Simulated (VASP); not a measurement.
Wanted: the native input for a VASP 6.6.1 run.

- Task: single point
- Functional: PBEsol
- Potentials or basis: VASP PAW PBE potentials, release 64 (Si, N)
- Cutoff: 520 eV
- k mesh: 2 × 2 × 2
- Occupations: gaussian, width 0.02 eV
- Spin: collinear spin, zero start
- Starting moments: [0.0, 0.0, 0.0, 0.0, 0.0, 0.0, 0.0, 0.0, 0.0, 0.0, 0.0, 0.0, 0.0, 0.0, 0.0, 0.0, 0.0] μB
- Dipole correction: no
- Further INCAR settings: LREAL = Auto; ALGO = Normal; EDIFF = 1e-06; NBANDS = 52

The structure of Si16N (a cell with a defect) lies in POSCAR:

```
Si16N
1.0
    0.0000000000      5.4300000000      5.4300000000
    5.4300000000      0.0000000000      5.4300000000
    5.4300000000      5.4300000000      0.0000000000
Si N
16 1
Direct
    0.0161901473      0.0165516575     -0.0489137201
    0.1049504604      0.1053379374      0.1281110497
   -0.0061294659     -0.0059545120      0.4988576427
    0.1410855433      0.1413643646      0.5765109576
    0.0552602210      0.4727298343     -0.0002904236
    0.1049618785      0.6620018416      0.1281025783
   -0.0061806630      0.5136033149      0.4988187845
    0.1325554328      0.6211883978      0.6252966851
    0.4725000921      0.0555551565     -0.0005179558
    0.6616174033      0.1053693370      0.1281070902
    0.5132667587     -0.0059465009      0.4988623389
    0.6210195212      0.1330524862      0.6249644567
    0.4723580110      0.4727777164     -0.0003136280
    0.6345466851      0.6342849908      0.0967509208
    0.5076181400      0.5082072744      0.4765971455
    0.6210204420      0.6211941068      0.6252688766
    0.3260151013      0.3263436464      1.0217034991
```

One way to write it, as run:

INCAR

```
SYSTEM = Si16N
PREC = Accurate
ENCUT = 520
EDIFF = 1E-6
ISMEAR = 0
SIGMA = 0.02
LREAL = Auto
LASPH = .True.
NELM = 150
ALGO = Normal
ISIF = 2
LWAVE = .False.
LCHARG = .False.
ISPIN = 2
MAGMOM = 0 0 0 0 0 0 0 0 0 0 0 0 0 0 0 0 0
LORBIT = 11
GGA = PS
NBANDS = 52
```

KPOINTS

```
regular mesh
0
Gamma
  2 2 2
  0 0 0
```

Potentials or basis: VASP PAW PBE potentials, release 64 (Si, N).

The run is started by

```bash
$ cat potpaw_PBE.64/Si/POTCAR potpaw_PBE.64/N/POTCAR > POTCAR
$ mpirun -np 1 vasp_std > vasp.out
```

Results of the run:

- Pressure: 1.5 GPa
- Largest force: 0.047 eV/Å
- Net moment: 0.25 μB per cell
- Site moments: Si +0.00, +0.01, -0.00 (each value once); N +0.02 μB
- Valence electrons inside the program's atomic spheres: Si 1.76, 1.70, 1.69, 1.65, 1.58 (each value once); N 3.73

Caveat: the k points lie up to 0.50 Å⁻¹ apart; the PAW data sets were made with another functional, which shifts forces and pressure a little.

It took 24 min on 1 thread of Intel Xeon 8259CL, with other jobs on the host, peak memory 0.71 GiB.
